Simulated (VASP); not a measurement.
# Dy in VASP: notebook

The runs below take Dy through single point, relaxation of shape and atoms at fixed volume, with PBE+U.

Program: VASP 6.6.1. These are calculated values, not measurements. Logs are shortened: lines on timing, memory, paths and dates and some standing lists are left out, and cuts for length are marked.

## (1) The cell of the first run

It takes space group Cmcm (No. 63, orthorhombic). The conventional cell has a = 3.575 Å, b = 6.238 Å, c = 5.676 Å, α = 90.00°, β = 90.00°, γ = 90.00°. Within 4.6 Å of Dy (site symmetry m2m) lie 12 Dy at 3.50 to 3.59 Å.

## (2) Single point, PBE+U, collinear spin, ferromagnetic start

Contents of INCAR:

```
SYSTEM = Dy
ALGO = Normal ; EDIFF = 1E-7
ENCUT = 520 ; GGA = PE
ISIF = 2 ; ISMEAR = 0
ISPIN = 2 ; LASPH = .True.
LCHARG = .False. ; LDAU = .True.
LDAUJ = 0 ; LDAUL = 3
LDAUPRINT = 1 ; LDAUTYPE = 2
LDAUU = 6 ; LMAXMIX = 6
LORBIT = 11 ; LREAL = .False.
LWAVE = .False. ; MAGMOM = 5.95 5.95
NBANDS = 31 ; NELM = 150
PREC = Accurate ; SIGMA = 0.05
```

Contents of KPOINTS:

```
k-points
0
Gamma
  6 6 4
  0 0 0
```

Contents of POSCAR:

```
Dy
1.0
    3.5946007885      0.0115714258      0.0000000000
   -1.7872792456      3.0956584607      0.0000000000
    0.0000000000      0.0000000000      5.6763124985
Dy
2
Direct
    0.3289997370      0.6644998685      0.7500000000
    0.6710002630      0.3355001315      0.2500000000
```

Potentials or basis: VASP PAW PBE potentials, release 64 (Dy).

Started as:

```sh
> cat potpaw_PBE.64/Dy/POTCAR > POTCAR
> mpirun -np 1 vasp_std > vasp.out
```

OUTCAR:

```text
SYSTEM = Dy
   EDIFF = 1E-7
   ENCUT = 520
   GGA = PE
   ISIF = 2
   ISMEAR = 0
   ISPIN = 2
   LASPH = .True.
   LORBIT = 11
   LREAL = .False.
   NELM = 150
   PREC = Accurate

 ion  position               nearest neighbor table
   1  0.329  0.664  0.750-   2 3.50   2 3.50   2 3.52   2 3.52   2 3.52   2 3.52
   2  0.671  0.336  0.250-   1 3.50   1 3.50   1 3.52   1 3.52   1 3.52   1 3.52

  Warning from LATTYP: Monoclinic adjustment (A1->A3, A2->A1, A3->A2)!
  LATTYP: Found a base centered orthorhombic cell.
 ALAT       =     3.5745584912
 B/A-ratio  =     1.7449994565
 C/A-ratio  =     1.5879758332

  Lattice vectors:

 A1 = (   1.8073215429,   3.1072298865,   0.0000000000)
 A2 = (  -3.5946007885,  -0.0115714258,   0.0000000000)
 A3 = (   0.0000000000,   0.0000000000,   5.6763124985)

Analysis of symmetry for initial positions (statically):
=====================================================================
 Subroutine PRICEL returns:
 Original cell was already a primitive cell.

 Routine SETGRP: Setting up the symmetry group for a
 base centered orthorhombic supercell.

 Subroutine GETGRP returns: Found  8 space group operations
 (whereof  4 operations were pure point group operations)
 out of a pool of  8 trial point group operations.

The static configuration has the point symmetry C_2h.
 The point group associated with its full space group is D_2h.

Analysis of symmetry for dynamics (positions and initial velocities):
=====================================================================
 Subroutine PRICEL returns:
 Original cell was already a primitive cell.

 Routine SETGRP: Setting up the symmetry group for a
 base centered orthorhombic supercell.

 Subroutine GETGRP returns: Found  8 space group operations
 (whereof  4 operations were pure point group operations)
 out of a pool of  8 trial point group operations.

The dynamic configuration has the point symmetry C_2h.
 The point group associated with its full space group is D_2h.

Analysis of structural, dynamic, and magnetic symmetry:
=====================================================================
 Subroutine PRICEL returns:
 Original cell was already a primitive cell.

 Routine SETGRP: Setting up the symmetry group for a
 base centered orthorhombic supercell.

 Subroutine GETGRP returns: Found  8 space group operations
 (whereof  4 operations were pure point group operations)
 out of a pool of  8 trial point group operations.

The overall configuration has the point symmetry C_2h.
 The point group associated with its full space group is D_2h.

 Subroutine INISYM returns: Found  8 space group operations
 (whereof  4 operations are pure point group operations),
 and found     1 'primitive' translations

----------------------------------------------------------------------------------------

                                     Primitive cell

  volume of cell :      63.2814

  direct lattice vectors                    reciprocal lattice vectors
[... 170 lines left out ...]

atom =   2  type =  1  l = 3

 onsite density matrix

spin component  1

  0.9966 -0.0000  0.0001  0.0000  0.0001 -0.0000 -0.0000
 -0.0000  0.9971 -0.0000 -0.0001  0.0000  0.0000  0.0000
  0.0001 -0.0000  0.9968 -0.0000 -0.0000  0.0000  0.0000
  0.0000 -0.0001 -0.0000  0.9969  0.0000 -0.0001 -0.0000
  0.0001  0.0000 -0.0000  0.0000  0.9967  0.0000 -0.0000
 -0.0000  0.0000  0.0000 -0.0001  0.0000  0.9971  0.0000
 -0.0000  0.0000  0.0000 -0.0000 -0.0000  0.0000  0.9962

spin component  2

  0.9914  0.0000  0.0053 -0.0000  0.0093  0.0000 -0.0000
  0.0000  0.0037 -0.0000 -0.0066 -0.0000 -0.0000 -0.0000
  0.0053 -0.0000  0.0011  0.0000  0.0000 -0.0000  0.0000
 -0.0000 -0.0066  0.0000  0.9915 -0.0000 -0.0038 -0.0000
  0.0093 -0.0000  0.0000 -0.0000  0.0012 -0.0000 -0.0000
  0.0000 -0.0000 -0.0000 -0.0038 -0.0000  0.0037 -0.0000
 -0.0000 -0.0000  0.0000 -0.0000 -0.0000 -0.0000  0.0007

 occupancies and eigenvectors

  o =  0.0007  v =  0.0000  0.0000  0.0000  0.0000  0.0000  0.0000  0.0000 -0.0000  0.0000  0.0264  0.0000 -0.0152 -0.0000 -0.9995      0.0000  0.0000  0.0000  0.0000  0.0000  0.0000  0.0000  0.0000  0.0000  0.0000  0.0000  0.0000  0.0000  0.0000
  o =  0.0011  v =  0.0000  0.0000  0.0000  0.0000  0.0000  0.0000  0.0000  0.0108 -0.0000 -0.5000  0.0000 -0.8660 -0.0000 -0.0000      0.0000  0.0000  0.0000  0.0000  0.0000  0.0000  0.0000  0.0000  0.0000  0.0000  0.0000  0.0000  0.0000  0.0000
  o =  0.0011  v =  0.0000  0.0000  0.0000  0.0000  0.0000  0.0000  0.0000  0.0000  0.0000  0.8656  0.0000 -0.4998 -0.0000  0.0304      0.0000  0.0000  0.0000  0.0000  0.0000  0.0000  0.0000  0.0000  0.0000  0.0000  0.0000  0.0000  0.0000  0.0000
  o =  0.0036  v =  0.0000  0.0000  0.0000  0.0000  0.0000  0.0000  0.0000 -0.0000 -0.8660  0.0000 -0.0077 -0.0000 -0.5000 -0.0000      0.0000  0.0000  0.0000  0.0000  0.0000  0.0000  0.0000  0.0000  0.0000  0.0000  0.0000  0.0000  0.0000  0.0000
  o =  0.0037  v =  0.0000  0.0000  0.0000  0.0000  0.0000  0.0000  0.0000  0.0000 -0.5000  0.0000 -0.0000 -0.0000  0.8660 -0.0000      0.0000  0.0000  0.0000  0.0000  0.0000  0.0000  0.0000  0.0000  0.0000  0.0000  0.0000  0.0000  0.0000  0.0000
  o =  0.9916  v =  0.0000  0.0000  0.0000  0.0000  0.0000  0.0000  0.0000  0.9999 -0.0000  0.0054 -0.0000  0.0093  0.0000 -0.0000      0.0000  0.0000  0.0000  0.0000  0.0000  0.0000  0.0000  0.0000  0.0000  0.0000  0.0000  0.0000  0.0000  0.0000
  o =  0.9916  v =  0.0000  0.0000  0.0000  0.0000  0.0000  0.0000  0.0000  0.0000 -0.0067 -0.0000  1.0000 -0.0000 -0.0039  0.0000      0.0000  0.0000  0.0000  0.0000  0.0000  0.0000  0.0000  0.0000  0.0000  0.0000  0.0000  0.0000  0.0000  0.0000
  o =  0.9962  v = -0.0000  0.0000  0.0125  0.0000 -0.0072  0.0000 -0.9999  0.0000  0.0000  0.0000  0.0000  0.0000  0.0000  0.0000      0.0000  0.0000  0.0000  0.0000  0.0000  0.0000  0.0000  0.0000  0.0000  0.0000  0.0000  0.0000  0.0000  0.0000
  o =  0.9965  v =  0.8229  0.0000 -0.2841  0.0000 -0.4920  0.0000 -0.0000  0.0000  0.0000  0.0000  0.0000  0.0000  0.0000  0.0000      0.0000  0.0000  0.0000  0.0000  0.0000  0.0000  0.0000  0.0000  0.0000  0.0000  0.0000  0.0000  0.0000  0.0000
  o =  0.9968  v =  0.0000 -0.0000 -0.8659 -0.0000  0.4999 -0.0000 -0.0144  0.0000  0.0000  0.0000  0.0000  0.0000  0.0000  0.0000      0.0000  0.0000  0.0000  0.0000  0.0000  0.0000  0.0000  0.0000  0.0000  0.0000  0.0000  0.0000  0.0000  0.0000
  o =  0.9968  v =  0.5682 -0.0000  0.4115 -0.0000  0.7127 -0.0000  0.0000  0.0000  0.0000  0.0000  0.0000  0.0000  0.0000  0.0000      0.0000  0.0000  0.0000  0.0000  0.0000  0.0000  0.0000  0.0000  0.0000  0.0000  0.0000  0.0000  0.0000  0.0000
  o =  0.9968  v = -0.0000 -0.3723  0.0000 -0.9029 -0.0000 -0.2150 -0.0000  0.0000  0.0000  0.0000  0.0000  0.0000  0.0000  0.0000      0.0000  0.0000  0.0000  0.0000  0.0000  0.0000  0.0000  0.0000  0.0000  0.0000  0.0000  0.0000  0.0000  0.0000
  o =  0.9971  v =  0.0000  0.5000  0.0000 -0.0000 -0.0000 -0.8660  0.0000  0.0000  0.0000  0.0000  0.0000  0.0000  0.0000  0.0000      0.0000  0.0000  0.0000  0.0000  0.0000  0.0000  0.0000  0.0000  0.0000  0.0000  0.0000  0.0000  0.0000  0.0000
  o =  0.9971  v = -0.0000 -0.7819 -0.0000  0.4299  0.0000 -0.4514  0.0000  0.0000  0.0000  0.0000  0.0000  0.0000  0.0000  0.0000      0.0000  0.0000  0.0000  0.0000  0.0000  0.0000  0.0000  0.0000  0.0000  0.0000  0.0000  0.0000  0.0000  0.0000

 number of electron      39.9999982 magnetization      11.3825012

 Free energy of the ion-electron system (eV)
  ---------------------------------------------------
  ext. energy  EPLUGINS =         0.00000000
  ---------------------------------------------------
  free energy    TOTEN  =       -14.43092796 eV

  energy without entropy =      -14.42770518  energy(sigma->0) =      -14.42931657

 E-fermi :   2.8221     XC(G=0): -10.1933

 val. band max:        2.8086058315   @ k =   0.3333   0.3333   0.0000
 cond. band min:       2.8232050633   @ k =   0.1667   0.3333   0.2500
 fundamental gap:      0.0145992318
 Fermi energy:         2.8220952017

 spin component 1

 k-point     1 :       0.0000    0.0000    0.0000
  band No.  band energies     occupation
      1     -45.5697      1.00000
      2     -45.5108      1.00000
      3     -21.6448      1.00000
      4     -20.9739      1.00000
      5     -20.8599      1.00000
      6     -20.8583      1.00000
[... 1625 lines left out ...]
     30       6.8050      0.00000
     31       7.6802      0.00000

 [... further k-points ...]

------------------------ aborting loop because EDIFF is reached ----------------------------------------

  FORCE on cell =-STRESS in cart. coord.  units (eV):
  Direction    XX          YY          ZZ          XY          YZ          ZX
  --------------------------------------------------------------------------------------
  -------------------------------------------------------------------------------------
  Total        0.3352828      0.3622915      0.4476714     -0.0233903     -0.0000000     -0.0000000
  in kB        8.4887820      9.1725977     11.3342681     -0.5922018     -0.0000000     -0.0000000
  external PRESSURE =       9.6652159 kB  Pullay stress =       0.0000000 kB

 VOLUME and BASIS-vectors are now :
 -----------------------------------------------------------------------------
  energy-cutoff  :      520.00
  volume of cell :       63.28
      direct lattice vectors                 reciprocal lattice vectors
     3.594600789  0.011571426  0.000000000     0.277678928  0.160318004  0.000000000
    -1.787279246  3.095658461  0.000000000    -0.001037951  0.322433791  0.000000000
     0.000000000  0.000000000  5.676312498     0.000000000  0.000000000  0.176170709

 POSITION                                       TOTAL-FORCE (eV/Angst)
 -----------------------------------------------------------------------------------
     -0.00502      2.06087      4.25723         0.015979      0.009225     -0.000000
      1.81235      1.04636      1.41908        -0.015979     -0.009225      0.000000
 -----------------------------------------------------------------------------------
    total drift:                                0.000000     -0.000000      0.000000

  FREE ENERGIE OF THE ION-ELECTRON SYSTEM (eV)
  ---------------------------------------------------
  free  energy   TOTEN  =       -14.4309279628 eV

  energy  without entropy=      -14.4277051798  energy(sigma->0) =      -14.42931657

 total charge

# of ion       s       p       d       f       tot
--------------------------------------------------
    1        2.172   5.796   0.674   8.964  17.607
    2        2.172   5.796   0.674   8.964  17.607
--------------------------------------------------
tot          4.344  11.592   1.349  17.928  35.214

 magnetization (x)

# of ion       s       p       d       f       tot
--------------------------------------------------
    1        0.013  -0.012   0.238   4.980   5.219
    2        0.013  -0.012   0.238   4.980   5.219
--------------------------------------------------
tot          0.025  -0.024   0.477   9.961  10.439
```

Run time: 19 min. Hardware: 1 thread of Intel Xeon Platinum 8259CL at 2.50GHz (Skylake/Cascade Lake), shared host; peak memory 0.29 GiB.

Results:

* Free energy: -14.4309 eV
* Pressure: 1.0 GPa
* Largest force: 0.018 eV/Å
* Net moment: 11.38 μB per cell
* Site moments: Dy +5.22 μB
* Valence electrons inside the program's atomic spheres: Dy 17.61

Forces in eV/Å, atoms in the order of the input:
```
Dy   0.016  0.009  0.000
Dy  -0.016 -0.009  0.000
```

Eigenvalues of the final occupation matrices:
```tsv
site	spin	trace	eigenvalues
site 1 f	1	6.98	1.00 1.00 1.00 1.00 1.00 1.00 1.00
site 1 f	2	1.99	0.00 0.00 0.00 0.00 0.00 0.99 0.99
site 2 f	1	6.98	1.00 1.00 1.00 1.00 1.00 1.00 1.00
site 2 f	2	1.99	0.00 0.00 0.00 0.00 0.00 0.99 0.99
```

Caveat: the magnetic or orbital state may not be the lowest; spin-orbit coupling is left out, which moves the levels of the heavy elements.

## (3) Relaxation of shape and atoms at fixed volume, PBE+U, collinear spin, ferromagnetic start

Contents of INCAR:

```
PREC = Accurate
ENCUT = 600
EDIFF = 1E-6
ISMEAR = 0
SIGMA = 0.05
LREAL = F
LASPH = T
NELM = 150
ALGO = Normal
ISIF = 4
LWAVE = F
LCHARG = F
ISPIN = 2
MAGMOM = 5.95 5.95
LORBIT = 11
LMAXMIX = 6
LDAU = T
LDAUTYPE = 2
LDAUL = 3
LDAUU = 6
LDAUJ = 0
LDAUPRINT = 1
GGA = PE
IBRION = 2
NSW = 60
EDIFFG = -0.01
```

Contents of KPOINTS:

```
regular mesh
0
Gamma
  6 6 4
```

Contents of POSCAR:

```
Dy
1.0
    3.5947802986      0.0000000000      0.0000000000
   -1.7973901493      3.1131710596      0.0000000000
    0.0000000000      0.0000000000      5.6545894097
Dy
2
Direct
    0.3333333333      0.6666666667      0.7500000000
    0.6666666667      0.3333333333      0.2500000000
```

Potentials or basis: VASP PAW PBE potentials, release 64 (Dy).

Started as:

```sh
> cat potpaw_PBE.64/Dy/POTCAR > POTCAR
> mpirun -np 1 vasp_std > vasp.out
```

It took 6.7 min on 1 thread of Intel Xeon Platinum 8259CL at 2.50GHz (Skylake/Cascade Lake), shared host; peak memory 0.29 GiB.

Results (log left out):

- Free energy: -12.0632 eV
- Pressure after relaxing: 5.0 GPa
- Net moment: 9.16 μB per cell
- Site moments: Dy +4.36 μB
- Valence electrons inside the program's atomic spheres: Dy 17.95

Final structure:
```
Dy
1.0
     3.59478    0.00000    0.00000
    -1.79739    3.11317    0.00000
     0.00000    0.00000    5.65459
Dy
2
Direct
  0.33333 0.66667 0.75000
  0.66667 0.33333 0.25000
```

Levels at points of the mesh, in eV from the Fermi level:
Spin up:
| k point | band 21 | band 22 | band 23 | band 24 | band 25 | band 26 | band 27 | band 28 |
| --- | --- | --- | --- | --- | --- | --- | --- | --- |
| (0.00, 0.00, 0.00) | -3.56 | -3.01 | -2.87 | -1.97 | 1.60 | 2.14 | 2.14 | 2.73 |
| (0.50, 0.00, 0.00) | -2.90 | -2.85 | -1.74 | -1.21 | -0.55 | 0.26 | 2.09 | 2.14 |
| (0.00, 0.00, 0.50) | -3.37 | -3.37 | -2.95 | -2.95 | 1.47 | 1.47 | 2.11 | 2.11 |
| (0.50, 0.00, 0.50) | -2.90 | -2.90 | -1.67 | -1.67 | 0.34 | 0.34 | 1.94 | 1.94 |
Spin down:
```csv
k point,band 14,band 15,band 16,band 17,band 18,band 19
"(0.00, 0.00, 0.00)",-0.15,-0.09,-0.09,2.04,2.70,2.70
"(0.50, 0.00, 0.00)",-0.10,-0.05,0.01,0.07,0.81,2.56
"(0.00, 0.00, 0.50)",-0.11,-0.11,-0.11,2.07,2.07,2.69
"(0.50, 0.00, 0.50)",-0.21,-0.02,-0.02,0.95,0.95,2.51
```

Eigenvalues of the final occupation matrices:
| site | spin | trace | eigenvalues |
| --- | --- | --- | --- |
| site 1 f | 1 | 6.93 | 0.98 0.99 0.99 0.99 0.99 0.99 0.99 |
| site 1 f | 2 | 2.61 | 0.00 0.00 0.00 0.00 0.82 0.82 0.96 |
| site 2 f | 1 | 6.93 | 0.98 0.99 0.99 0.99 0.99 0.99 0.99 |
| site 2 f | 2 | 2.61 | 0.00 0.00 0.00 0.00 0.82 0.82 0.96 |

Caveat: the magnetic or orbital state may not be the lowest; the relaxation stopped at its first step, so nothing moved; spin-orbit coupling is left out, which moves the levels of the heavy elements.
